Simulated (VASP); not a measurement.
# Ba4Ti4AlCl3O12 in VASP: single point with PBE+D3(BJ)

Aim: the single point of Ba4Ti4AlCl3O12 with PBE+D3(BJ).

Program: VASP 6.6.1. These are calculated values, not measurements. Logs are shortened: lines on timing, memory, paths and dates and some standing lists are left out, and cuts for length are marked.

### Step 1. The cell of the first run

The cell holds a slab with vacuum, 24 atoms: a = 6.929 Å, b = 8.034 Å, c = 17.219 Å, α = 90.00°, β = 90.00°, γ = 125.29°.

### Step 2. Single point, PBE+D3(BJ)

File INCAR:

```
SYSTEM = Ba4Ti4AlCl3O12
PREC = Accurate
ENCUT = 520
EDIFF = 1E-7
ISMEAR = 0
SIGMA = 0.02
LREAL = Auto
LASPH = .TRUE.
NELM = 100
ALGO = Normal
ISIF = 2
LWAVE = .FALSE.
LCHARG = .FALSE.
GGA = PE
IVDW = 12
NBANDS = 110
```

File KPOINTS:

```
regular mesh
0
G
  3 2 1
  0 0 0
```

File POSCAR:

```
Ba4Ti4AlCl3O12
1.0
    6.9285940000      0.0000000000      0.0000000000
   -4.6416690000      6.5571180000      0.0000000000
    0.0000000000      0.0000000000     17.2191850000
Ba Ti O Al Cl
4 4 12 1 3
Direct
    0.0000000000      0.0000000000      0.0580747600
    0.0000000200      0.5000000300      0.0580747600
    0.7029729307      0.3603993361      0.3295680729
    0.4382383919      0.7316055738      0.3352477479
    0.4927852500      0.9892305600      0.0604228600
    0.4927852300      0.4892305300      0.0604228600
    1.1042489810      0.2925428085      0.2338419440
    1.1024452985      0.8447636156      0.2298863492
    0.7579414880      0.1320440793      0.1092961910
    0.4977649700      0.7527637600      0.0588021800
    0.2235978288      0.8576235458      0.1132991275
    0.7568595063      0.6278504759      0.1118187098
    0.4977649500      0.2527637300      0.0588021800
    0.2262892011      0.3687255736      0.1120785891
    0.3841531800      0.4196531698      0.2720958351
    1.0513887169      1.0331340640      0.1950602830
    0.9193268926      0.1404797197      0.3218680817
    0.3823875307      0.9867692463      0.2674153032
    1.0539652814      0.5083770021      0.2270805218
    0.9214083794      0.7870298154      0.3204391901
    0.9881275829      0.9974216360      0.3803460295
    0.0646304968      0.5373595941      0.4549338226
    1.3119764982      1.1515080228      0.4477729966
    0.7396577734      0.8699051063      0.4782778371
```

Potentials or basis: VASP PAW PBE potentials, release 64 (Ba_sv, Ti_sv, O, Al, Cl).

Launch:

```console
cat potpaw_PBE.64/Ba_sv/POTCAR potpaw_PBE.64/Ti_sv/POTCAR potpaw_PBE.64/O/POTCAR potpaw_PBE.64/Al/POTCAR potpaw_PBE.64/Cl/POTCAR > POTCAR
mpirun -np 1 vasp_std > vasp.out
```

OUTCAR:

```text
SYSTEM = Ba4Ti4AlCl3O12
   PREC = Accurate
   ENCUT = 520
   EDIFF = 1E-7
   ISMEAR = 0
   LREAL = Auto
   LASPH = .TRUE.
   NELM = 100
   ISIF = 2
   GGA = PE
   IVDW = 12
 IVDW          = 12

 ion  position               nearest neighbor table
   1  0.000  0.000  0.058-  16 2.38  11 2.58  14 2.59   9 2.60  12 2.61  13 2.82  10 2.84   6 3.41
                             8 3.44   5 3.47   5 3.47   6 3.54   7 3.64   2 4.02   2 4.02
   2  0.000  0.500  0.058-  14 2.52  11 2.53   9 2.57  12 2.60  10 2.82  13 2.84  19 2.93   5 3.41
                             6 3.47   6 3.47   5 3.54   7 3.72   8 3.83   1 4.02   1 4.02
   3  0.703  0.360  0.330-  19 2.66  15 2.70  18 2.72  20 2.84  17 2.91  22 2.97  23 3.01   7 3.53
                             8 3.65   4 4.16   4 4.26   4 4.31
   4  0.438  0.732  0.335-  15 2.55  18 2.58  19 2.87  22 2.95  24 3.00  17 3.05  20 3.12  21 3.21
                             7 3.38   8 3.46   3 4.16   3 4.26   3 4.31
   5  0.493  0.989  0.060-   9 1.72  11 1.77  10 1.92  13 2.10   2 3.41   1 3.47   1 3.47   2 3.54

   6  0.493  0.489  0.060-  12 1.74  14 1.75  13 1.92  10 2.10   1 3.41   2 3.47   2 3.47   1 3.54

   7  0.104  0.293  0.234-  15 1.72  17 1.90  19 1.96  16 2.01  14 2.21   4 3.38   3 3.53   1 3.64
                             2 3.72
   8  0.102  0.845  0.230-  18 1.71  16 1.84  20 1.88  11 2.16   1 3.44   4 3.46   3 3.65   2 3.83

   9  0.758  0.132  0.109-   5 1.72   2 2.57   1 2.60
  10  0.498  0.753  0.059-   5 1.92   6 2.10   2 2.82   1 2.84
  11  0.224  0.858  0.113-   5 1.77   8 2.16   2 2.53   1 2.58
  12  0.757  0.628  0.112-   6 1.74   2 2.60   1 2.61
  13  0.498  0.253  0.059-   6 1.92   5 2.10   1 2.82   2 2.84
  14  0.226  0.369  0.112-   6 1.75   7 2.21   2 2.52   1 2.59
  15  0.384  0.420  0.272-   7 1.72   4 2.55   3 2.70
  16  0.051  0.033  0.195-   8 1.84   7 2.01   1 2.38
  17  0.919  0.140  0.322-  21 1.79   7 1.90   3 2.91   4 3.05
  18  0.382  0.987  0.267-   8 1.71   4 2.58   3 2.72
  19  0.054  0.508  0.227-   7 1.96   3 2.66   4 2.87   2 2.93
  20  0.921  0.787  0.320-  21 1.80   8 1.88   3 2.84   4 3.12
  21  0.988  0.997  0.380-  17 1.79  20 1.80  23 2.17  24 2.20   4 3.21
  22  0.065  0.537  0.455-   4 2.95   3 2.97
  23  0.312  0.152  0.448-  21 2.17   3 3.01
  24  0.740  0.870  0.478-  21 2.20   4 3.00

  LATTYP: Found a simple monoclinic cell.
 ALAT       =     6.9285940000
 B/A-ratio  =     2.4852350996
 C/A-ratio  =     1.0022930246
 COS(beta)  =    -0.3293154458

  Lattice vectors:

 A1 = (   6.9285940000,   0.0000000000,   0.0000000000)
 A2 = (   0.0000000000,   0.0000000000,  17.2191850000)
 A3 = (  -2.2869250000,  -6.5571180000,   0.0000000000)

Analysis of symmetry for initial positions (statically):
=====================================================================
 Subroutine PRICEL returns:
 Original cell was already a primitive cell.

 Routine SETGRP: Setting up the symmetry group for a
 simple monoclinic supercell.

 Subroutine GETGRP returns: Found  1 space group operations
 (whereof  1 operations were pure point group operations)
 out of a pool of  4 trial point group operations.

The static configuration has the point symmetry C_1 .

Analysis of symmetry for dynamics (positions and initial velocities):
=====================================================================
 Subroutine PRICEL returns:
 Original cell was already a primitive cell.

 Routine SETGRP: Setting up the symmetry group for a
 simple monoclinic supercell.

 Subroutine GETGRP returns: Found  1 space group operations
 (whereof  1 operations were pure point group operations)
 out of a pool of  4 trial point group operations.

The dynamic configuration has the point symmetry C_1 .

 Subroutine INISYM returns: Found  1 space group operations
 (whereof  1 operations are pure point group operations),
 and found     1 'primitive' translations

----------------------------------------------------------------------------------------

                                     Primitive cell

  volume of cell :     782.2953

  direct lattice vectors                    reciprocal lattice vectors
     6.928594000  0.000000000  0.000000000     0.144329427  0.102168274  0.000000000
    -4.641669000  6.557118000  0.000000000     0.000000000  0.152506025  0.000000000
     0.000000000  0.000000000 17.219185000     0.000000000  0.000000000  0.058074758

  length of vectors
     6.928594000  8.033734348 17.219185000     0.176831387  0.152506025  0.058074758

  position of ions in fractional coordinates (direct lattice)
     0.000000000  0.000000000  0.058074760
     0.000000020  0.500000030  0.058074760
     0.702972931  0.360399336  0.329568073
     0.438238392  0.731605574  0.335247748
     0.492785250  0.989230560  0.060422860
     0.492785230  0.489230530  0.060422860
[... 16 lines left out ...]
     0.311976498  0.151508023  0.447772997
     0.739657773  0.869905106  0.478277837

  ion indices of the primitive-cell ions
   primitive index   ion index
                 1           1
                 2           2
                 3           3
                 4           4
                 5           5
                 6           6
[... 16 lines left out ...]
                23          23
                24          24

----------------------------------------------------------------------------------------

 KPOINTS: regular mesh

Automatic generation of k-mesh.
 Grid dimensions read from file:
 generate k-points for:    3    2    1

 Generating k-lattice:

  Cartesian coordinates                     Fractional coordinates (reciprocal lattice)
     0.048109809  0.034056091  0.000000000     0.333333333  0.000000000  0.000000000
     0.000000000  0.076253012  0.000000000     0.000000000  0.500000000  0.000000000
     0.000000000  0.000000000  0.058074758     0.000000000  0.000000000  1.000000000

  Length of vectors
     0.058943796  0.076253012  0.058074758

  Shift w.r.t. Gamma in fractional coordinates (k-lattice)
     0.000000000  0.000000000  0.000000000

 Subroutine IBZKPT returns following result:
 ===========================================

 Found      4 irreducible k-points:

 Following reciprocal coordinates:
            Coordinates               Weight
  0.000000  0.000000  0.000000      1.000000
  0.333333 -0.000000  0.000000      2.000000
  0.000000  0.500000  0.000000      1.000000
  0.333333  0.500000  0.000000      2.000000
   k-points           NKPTS =      4   k-points in BZ     NKDIM =      4   number of bands    NBANDS=    110
   number of dos      NEDOS =    301   number of ions     NIONS =     24
   total plane-waves  NPLWV = 414720
   dimension x,y,z NGX =    54 NGY =   60 NGZ =  128
   dimension x,y,z NGXF=   108 NGYF=  120 NGZF=  256
   ions per type =               4   4  12   1   3
   NGX,Y,Z   is equivalent  to a cutoff of  12.96, 12.42, 12.36 a.u.
   NGXF,Y,Z  is equivalent  to a cutoff of  25.91, 24.83, 24.72 a.u.
 SYSTEM =  Ba4Ti4AlCl3O12
   PREC   = accura    normal or accurate (medium, high low for compatibility)
   ISTART =      0    job   : 0-new  1-cont  2-samecut
   ICHARG =      2    charge: 1-file 2-atom 10-const
   ISPIN  =      1    spin polarized calculation?
   LNONCOLLINEAR =      F non collinear calculations
   LSORBIT =      F    spin-orbit coupling
   LASPH  =      T    aspherical Exc in radial PAW
   ENCUT  =  520.0 eV  38.22 Ry    6.18 a.u.  12.88 14.94 32.02*2*pi/ulx,y,z
   NELM   =    100;   NELMIN=  2; NELMDL= -5     # of ELM steps
   EDIFF  = 0.1E-06   stopping-criterion for ELM
   LREAL  =      T    real-space projection
   EDIFFG = 0.1E-05   stopping-criterion for IOM
   NSW    =      0    number of steps for IOM
   IBRION =     -1    ionic relax: 0-MD 1-quasi-New 2-CG
   NFREE  =      0    steps in history (QN), initial steepest desc. (CG)
   ISIF   =      2    stress and relaxation
   ISYM   =      2    0-nonsym 1-usesym 2-fastsym
   POTIM  = 0.5000    time-step for ionic-motion
   TEBEG  =    0.0;   TEEND  =   0.0 temperature during run
   PSTRESS=    0.0 pullay stress
   NELECT =     184.0000    total number of electrons
   NUPDOWN=      -1.0000    fix difference up-down
   EMIN   =  10.00;   EMAX   =-10.00  energy-range for DOS
   EFERMI =   0.00;   METHOD = LEGACY
   ISMEAR =     0;   SIGMA  =   0.02  broadening in eV -4-tet -1-fermi 0-gaus
   EFERMI_NEDOS =   21; number of points for ismear=-14 and -15
   IALGO  =     38    algorithm
   IMIX   =      4    mixing-type and parameters
     AMIX     =   0.40;   BMIX     =  1.00
     AMIX_MAG =   1.60;   BMIX_MAG =  1.00
  volume/ion in A,a.u.               =      32.60       219.97
  Fermi-wavevector in a.u.,A,eV,Ry     =   1.010549  1.909660 13.894385  1.021208
  Thomas-Fermi vector in A             =   2.143544
   LORBIT       =      0    0 simple, 1 ext, 2 COOP (PROOUT), +10 PAW based schemes
   GGA     = PE    functional components
   LHFCALC =     F    Hartree Fock is set to
   AEXX    =    0.0000 exact exchange contribution
   IVDW    =    12    specifies the selected vdW correction
   LEPSILON=     F    determine dielectric tensor
   LRPA    =     F    only Hartree local field effects (RPA)
 non-spin polarized calculation
 Gauss-broadening in eV      SIGMA  =   0.02
  energy-cutoff  :      520.00
  volume of cell :      782.30
 maximum number of plane-waves:     21096
 NGX is ok and might be reduce to    54
   NGX = 25   NGY = 29   NGZ = 65

 number of electron     183.9999993 magnetization

 Free energy of the ion-electron system (eV)
  ---------------------------------------------------
  ext. energy  EPLUGINS =         0.00000000
  ---------------------------------------------------
  free energy    TOTEN  =      -168.68697858 eV

  energy without entropy =     -168.68697858  energy(sigma->0) =     -168.68697858

 E-fermi :  -0.5835     XC(G=0):  -5.7388

 val. band max:       -0.7964477579   @ k =   0.3333  -0.0000   0.0000
 cond. band min:      -0.3830875871   @ k =   0.0000   0.0000   0.0000
 fundamental gap:      0.4133601708
 Fermi energy:        -0.5834818649

 k-point     1 :       0.0000    0.0000    0.0000
  band No.  band energies     occupation
      1     -58.1964      2.00000
      2     -58.1442      2.00000
      3     -57.1349      2.00000
      4     -56.9014      2.00000
      5     -34.6940      2.00000
      6     -34.6594      2.00000
[... 417 lines left out ...]
    103       2.4486      0.00000
    104       2.6200      0.00000
 [bands above 104 left out]

------------------------ aborting loop because EDIFF is reached ----------------------------------------

 Edisp (eV)   -3.76644

 E8    (eV) :    -1.6976

  FORCE on cell =-STRESS in cart. coord.  units (eV):
  Direction    XX          YY          ZZ          XY          YZ          ZX
  --------------------------------------------------------------------------------------
  -------------------------------------------------------------------------------------
  Total      11.80771     5.72403     0.66509     8.24896     0.22381     0.31999
  in kB      24.18275    11.72308     1.36213    16.89426     0.45838     0.65535
  external pressure =       12.42 kB  Pullay stress =        0.00 kB

 VOLUME and BASIS-vectors are now :
 -----------------------------------------------------------------------------
  energy-cutoff  :      520.00
  volume of cell :      782.30
      direct lattice vectors                 reciprocal lattice vectors
     6.928594000  0.000000000  0.000000000     0.144329427  0.102168274  0.000000000
    -4.641669000  6.557118000  0.000000000     0.000000000  0.152506025  0.000000000
     0.000000000  0.000000000 17.219185000     0.000000000  0.000000000  0.058074758

 POSITION                                       TOTAL-FORCE (eV/Angst)
 -----------------------------------------------------------------------------------
      0.00000      0.00000      1.00000        -0.419231     -0.211718      0.037690
     -2.32083      3.27856      1.00000        -0.360307     -0.235356      1.251167
      3.19776      2.36318      5.67489        -0.038399     -0.018344      0.027741
     -0.35950      4.79722      5.77269         0.032927      0.058205      0.047264
     -1.17737      6.48650      1.04043         0.266038      0.503677      1.948564
      1.14346      3.20794      1.04043         0.436898      0.739392      2.019344
[... 16 lines left out ...]
      1.45831      0.99346      7.71029        -0.050159     -0.045943      0.022538
      1.08698      5.70407      8.23555         0.036494      0.021096      0.046054
 -----------------------------------------------------------------------------------
    total drift:                               -0.008808      0.009187      0.011917

  FREE ENERGIE OF THE ION-ELECTRON SYSTEM (eV)
  ---------------------------------------------------
  free  energy   TOTEN  =      -172.4534225889 eV

  energy  without entropy=     -172.4534225889  energy(sigma->0) =     -172.45342259
```

It took 26 min on 1 thread of AMD EPYC 7R13 (Zen 3), shared host; peak memory 0.93 GiB.

What came out:

| Item | Value |
| --- | --- |
| Free energy | -172.4534 eV |
| Largest force | 3.181 eV/Å |
| Band gap on the k mesh | 0.41 eV (least direct gap 0.45 eV) |
| Dispersion energy per atom | -0.157 eV |

Forces in eV/Å, atoms in the order of the input:
```
Ba  -0.419 -0.212  0.038
Ba  -0.360 -0.235  1.251
Ba  -0.038 -0.018  0.028
Ba   0.033  0.058  0.047
Ti   0.266  0.504  1.949
Ti   0.437  0.739  2.019
Ti  -0.088 -0.053 -0.132
Ti  -0.052 -0.138 -0.091
O    0.007 -0.002  0.171
O   -0.008 -0.346 -3.162
O    0.038  0.051  0.153
O   -0.007  0.004  0.162
O   -0.042 -0.543 -3.095
O    0.062  0.006  0.174
O    0.121 -0.034 -0.013
O    0.005  0.058  0.259
O    0.009 -0.030  0.045
O    0.036  0.124 -0.005
O    0.000  0.049 -0.064
O   -0.028  0.026  0.052
Al   0.037  0.019  0.037
Cl   0.006  0.000  0.108
Cl  -0.050 -0.046  0.023
Cl   0.036  0.021  0.046
```

Caveat: there is no dipole correction, which matters where the two faces differ; spin-orbit coupling is left out, which moves the levels of the heavy elements.
